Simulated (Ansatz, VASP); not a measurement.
## One calculation of SbAs, two programs

```
CELL_PARAMETERS angstrom
1.99262 1.15044 3.61233
-1.99262 1.15044 3.61233
0.00000 -2.30088 3.61233
ATOMIC_POSITIONS crystal
Sb 0.50000 0.50000 0.50000
As 0.00000 0.00000 0.00000
```

Change from the starting cell: equal xx and yy strain of -1 %.

Alike in both runs: task single point; functional PBEsol; k mesh 11 × 11 × 11; occupations fermi-dirac, width 0.05 eV; no spin polarisation.

|  | VASP | Ansatz |
| --- | --- | --- |
| version | VASP 6.6.1 | Ansatz 0.2.0 |
| potentials or method | VASP PAW PBE potentials, release 64 (Sb, As), cutoff 520 eV | all-electron LAPW, scalar-relativistic |

|  | VASP | Ansatz | Ansatz less VASP |
| --- | --- | --- | --- |
| pressure (GPa) | -2.8 | -2.9 | -0.08 |
| traceless stress, the component that is largest in VASP (GPa) | -2.83 | -2.85 | -0.020 |

VASP's potentials were made for PBE, not for PBEsol. Ansatz ran all-electron here, and VASP with PAW potentials.

Spin-orbit coupling is off throughout.
